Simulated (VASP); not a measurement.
# LiF (Fm-3m) in VASP: vibrations by perturbation theory with PBE

Aim: the vibrations by perturbation theory of LiF with PBE.

Everything below comes from runs of VASP 6.6.1. Logs are shortened: lines on timing, memory, paths and dates and some standing lists are left out, and cuts for length are marked.

### Step 1. The cell of the first run

It takes space group Fm-3m (No. 225, cubic). Conventional cell: a = 4.068 Å, b = 4.068 Å, c = 4.068 Å, α = 90.00°, β = 90.00°, γ = 90.00°. Li (site symmetry m-3m) has 6 F at 2.03 Å within 2.7 Å. F (site symmetry m-3m) has 6 Li at 2.03 Å within 2.7 Å.

### Step 2. Vibrations by perturbation theory, PBE

Input file INCAR:

```
PREC     = Accurate       # precision mode
ENCUT    = 520            # plane-wave cutoff, eV
EDIFF    = 1E-8           # SCF threshold, eV
ISMEAR   = 0              # smearing method
SIGMA    = 0.01           # smearing width, eV
LREAL    = False          # projectors in reciprocal space
LASPH    = True           # aspherical terms in the spheres
NELM     = 100            # most SCF steps
ALGO     = Normal         # electronic algorithm
ISIF     = 2              # what is computed and relaxed
LWAVE    = False          # write WAVECAR
LCHARG   = False          # write CHGCAR
GGA      = PE             # functional
IBRION   = 8              # ionic algorithm
NSW      = 1              # ionic steps
LEPSILON = True           # dielectric tensor by DFPT
```

Input file KPOINTS:

```
Automatic mesh
0
Gamma
  12 12 12
```

Input file POSCAR:

```
LiF
1.0
    0.0000000000      2.0339391177      2.0339391177
    2.0339391177      0.0000000000      2.0339391177
    2.0339391177      2.0339391177      0.0000000000
Li F
1 1
Direct
    0.5000000000      0.5000000000      0.5000000000
    0.0000000000      0.0000000000      0.0000000000
```

Potentials or basis: VASP PAW PBE potentials, release 64 (Li_sv, F).

The run is started by

```bash
$ cat potpaw_PBE.64/Li_sv/POTCAR potpaw_PBE.64/F/POTCAR > POTCAR
$ mpirun -np 1 vasp_std > vasp.out
```

OUTCAR:

```text
PREC = Accurate
   ENCUT = 520
   EDIFF = 1E-8
   ISMEAR = 0
   LREAL = False
   LASPH = True
   NELM = 100
   ISIF = 2
   GGA = PE
   IBRION = 8
   NSW = 1
   LEPSILON = True

 ion  position               nearest neighbor table
   1  0.500  0.500  0.500-   2 2.03   2 2.03   2 2.03   2 2.03   2 2.03   2 2.03
   2  0.000  0.000  0.000-   1 2.03   1 2.03   1 2.03   1 2.03   1 2.03   1 2.03

  LATTYP: Found a face centered cubic cell.
 ALAT       =     4.0678782354

  Lattice vectors:

 A1 = (   0.0000000000,   2.0339391177,   2.0339391177)
 A2 = (   2.0339391177,   0.0000000000,   2.0339391177)
 A3 = (   2.0339391177,   2.0339391177,   0.0000000000)

Analysis of symmetry for initial positions (statically):
=====================================================================
 Subroutine PRICEL returns:
 Original cell was already a primitive cell.

 Routine SETGRP: Setting up the symmetry group for a
 face centered cubic supercell.

 Subroutine GETGRP returns: Found 48 space group operations
 (whereof 48 operations were pure point group operations)
 out of a pool of 48 trial point group operations.

The static configuration has the point symmetry O_h .

Analysis of symmetry for dynamics (positions and initial velocities):
=====================================================================
 Subroutine PRICEL returns:
 Original cell was already a primitive cell.

 Routine SETGRP: Setting up the symmetry group for a
 face centered cubic supercell.

 Subroutine GETGRP returns: Found 48 space group operations
 (whereof 48 operations were pure point group operations)
 out of a pool of 48 trial point group operations.

The dynamic configuration has the point symmetry O_h .

 Subroutine INISYM returns: Found 48 space group operations
 (whereof 48 operations are pure point group operations),
 and found     1 'primitive' translations

----------------------------------------------------------------------------------------

                                     Primitive cell

  volume of cell :      16.8284

  direct lattice vectors                    reciprocal lattice vectors
     0.000000000  2.033939118  2.033939118    -0.245828400  0.245828400  0.245828400
     2.033939118  0.000000000  2.033939118     0.245828400 -0.245828400  0.245828400
     2.033939118  2.033939118  0.000000000     0.245828400  0.245828400 -0.245828400

  length of vectors
     2.876424285  2.876424285  2.876424285     0.425787280  0.425787280  0.425787280

  position of ions in fractional coordinates (direct lattice)
     0.500000000  0.500000000  0.500000000
     0.000000000  0.000000000  0.000000000

  ion indices of the primitive-cell ions
   primitive index   ion index
                 1           1
                 2           2

----------------------------------------------------------------------------------------

 KPOINTS: Automatic mesh

Automatic generation of k-mesh.
 Grid dimensions read from file:
 generate k-points for:   12   12   12

 Generating k-lattice:

  Cartesian coordinates                     Fractional coordinates (reciprocal lattice)
    -0.020485700  0.020485700  0.020485700     0.083333333  0.000000000  0.000000000
     0.020485700 -0.020485700  0.020485700     0.000000000  0.083333333  0.000000000
     0.020485700  0.020485700 -0.020485700     0.000000000  0.000000000  0.083333333

  Length of vectors
     0.035482273  0.035482273  0.035482273

[... 435 lines left out ...]
  free energy    TOTEN  =        -0.05383067 eV

  energy without entropy =       -0.05383067

------------------------ aborting loop because EDIFF is reached ----------------------------------------

--------------------------------------- Ionic step        2  -------------------------------------------

------------------------ aborting loop because EDIFF is reached ----------------------------------------

--------------------------------------- Ionic step        3  -------------------------------------------

------------------------ aborting loop because EDIFF is reached ----------------------------------------

 PIEZOELECTRIC TENSOR FIELD DIRECTION 3  (e Angst)
 -----------------------------------------------------------------------------
    -0.00018  0.00000 -0.00000           ( -0.00001  0.00000 -0.00000)
     0.00000 -0.00018 -0.00000           (  0.00000 -0.00001  0.00000)
    -0.00000  0.00000 -0.00008           ( -0.00000  0.00000 -0.00001)

 PIEZOELECTRIC TENSOR FIELD DIRECTION 3  (C/m^2)
 -----------------------------------------------------------------------------
    -0.00018  0.00000 -0.00000
     0.00000 -0.00018 -0.00000
    -0.00000  0.00000 -0.00007

--------------------------------------- Ionic step        4  -------------------------------------------

------------------------ aborting loop because EDIFF is reached ----------------------------------------

[... ionic steps 5 to 6 ...]

--------------------------------------- Ionic step        7  -------------------------------------------

 Free energy of the ion-electron system (eV)
  ---------------------------------------------------
  ---------------------------------------------------
  free energy    TOTEN  =        -0.52284018 eV

  energy without entropy =       -0.52284018

------------------------ aborting loop because EDIFF is reached ----------------------------------------

 INTERNAL STRAIN TENSOR  FOR ION    2  DIRECTION 1   (eV/Angst):
 -----------------------------------------------------------------------------
     0.00575  0.00000  0.00000
    -0.00000  0.00491 -0.00000
     0.00000 -0.00000  0.00491

 MACROSCOPIC STATIC DIELECTRIC TENSOR (including local field effects in DFT)
 ------------------------------------------------------
           2.048235     0.000000     0.000000
           0.000000     2.048235     0.000000
          -0.000000     0.000000     2.048235
 ------------------------------------------------------

 PIEZOELECTRIC TENSOR (including local field effects)  for field in x, y, z        (e  Angst)
          XX          YY          ZZ          XY          YZ          ZX
  --------------------------------------------------------------------------------
  x     0.00000     0.00000     0.00000     0.00000     0.00000     0.00000
  y     0.00000     0.00000     0.00000     0.00000     0.00000     0.00000
  z     0.00000     0.00000     0.00000     0.00000     0.00000     0.00000

 PIEZOELECTRIC TENSOR (including local field effects)  for field in x, y, z        (C/m^2)
          XX          YY          ZZ          XY          YZ          ZX
  --------------------------------------------------------------------------------
  x     0.00000     0.00000     0.00000     0.00000     0.00000     0.00000
  y     0.00000     0.00000     0.00000     0.00000     0.00000     0.00000
  z     0.00000     0.00000     0.00000     0.00000     0.00000     0.00000

 BORN EFFECTIVE CHARGES (including local field effects) (in |e|, cummulative output)
 ---------------------------------------------------------------------------------
 ion    1
    1     1.05359    -0.00000    -0.00000
    2     0.00000     1.05359    -0.00000
    3    -0.00000     0.00000     1.05359
 ion    2
    1    -1.05359     0.00000     0.00000
    2    -0.00000    -1.05359     0.00000
    3     0.00000    -0.00000    -1.05359

 INTERNAL STRAIN TENSOR FOR ION    2 for displacements in x,y,z  (eV/Angst):
          X           Y           Z          XY          YZ          ZX
  --------------------------------------------------------------------------------
  x     0.00000     0.00000     0.00000     0.00000     0.00000     0.00000
  y     0.00000     0.00000     0.00000     0.00000     0.00000     0.00000
  z     0.00000     0.00000     0.00000     0.00000     0.00000     0.00000

 SECOND DERIVATIVES (NOT SYMMETRIZED)
 ------------------------------------
               1X          1Y          1Z          2X          2Y          2Z
  1X    -1.397634    0.000000    0.000000    1.397634    0.000000    0.000000
  1Y     0.000000   -1.397634    0.000000    0.000000    1.397634    0.000000
  1Z     0.000000    0.000000   -1.397634    0.000000    0.000000    1.397634
  2X     1.379274    0.000000    0.000000   -1.379274    0.000000    0.000000
  2Y     0.000000    1.379274    0.000000    0.000000   -1.379274    0.000000
  2Z     0.000000    0.000000    1.379274    0.000000    0.000000   -1.379274

 Eigenvectors and eigenvalues of the dynamical matrix
 ----------------------------------------------------

   1 f  =    8.153041 THz    51.227066 2PiTHz  271.956166 cm-1    33.718252 meV
             X         Y         Z           dx          dy          dz
      2.033939  2.033939  2.033939     0.000000    0.856189    0.000000
      0.000000  0.000000  0.000000     0.000000   -0.516663    0.000000
[... 21 lines left out ...]
   6 f/i=    0.023846 THz     0.149832 2PiTHz    0.795432 cm-1     0.098621 meV
             X         Y         Z           dx          dy          dz
      2.033939  2.033939  2.033939     0.000000    0.000000   -0.516663
      0.000000  0.000000  0.000000     0.000000    0.000000   -0.856189

--------------------------------------------------------------------------------------------------------

 MACROSCOPIC STATIC DIELECTRIC TENSOR IONIC CONTRIBUTION
 ------------------------------------------------------
           8.596609     0.000000    -0.000000
           0.000000     8.596609    -0.000000
          -0.000000    -0.000000     8.596609
 ------------------------------------------------------

 ELASTIC MODULI CONTR FROM IONIC RELAXATION (kBar)
 Direction    XX          YY          ZZ          XY          YZ          ZX
 --------------------------------------------------------------------------------
 XX           0.0000      0.0000      0.0000      0.0000      0.0000      0.0000
 YY           0.0000      0.0000      0.0000      0.0000      0.0000      0.0000
 ZZ           0.0000      0.0000      0.0000      0.0000      0.0000      0.0000
 XY           0.0000      0.0000      0.0000      0.0000      0.0000      0.0000
 YZ           0.0000      0.0000      0.0000      0.0000      0.0000      0.0000
 ZX           0.0000      0.0000      0.0000      0.0000      0.0000      0.0000
 --------------------------------------------------------------------------------

 PIEZOELECTRIC TENSOR IONIC CONTR  for field in x, y, z        (C/m^2)
          XX          YY          ZZ          XY          YZ          ZX
  --------------------------------------------------------------------------------
  x     0.00000     0.00000     0.00000     0.00000     0.00000     0.00000
  y     0.00000     0.00000     0.00000     0.00000     0.00000     0.00000
  z     0.00000     0.00000     0.00000     0.00000     0.00000     0.00000
```

Run time: 2.7 min. Hardware: 1 thread of Intel Xeon Platinum 8559C (Emerald Rapids), shared host; peak memory 0.19 GiB.

What came out:

```
Electronic dielectric tensor (diagonal)                 : 2.05
Born charges (mean of the diagonal)                     : Li +1.05; F -1.05 e
Highest phonon frequency at Γ, LO-TO splitting left out : 272 cm⁻¹
```

Phonon frequencies in cm⁻¹ (negative: imaginary):
```tsv
q point	frequencies
(0.000, 0.000, 0.000)	-1 -1 -1 272 272 272
```

Electronic dielectric tensor:
```
2.05 0.00 0.00
0.00 2.05 0.00
0.00 0.00 2.05
```

Born effective charge tensors (e):
atom 1, Li
```
1.05 0.00 0.00
0.00 1.05 0.00
0.00 0.00 1.05
```
atom 2, F
```
-1.05  0.00  0.00
 0.00 -1.05  0.00
 0.00  0.00 -1.05
```
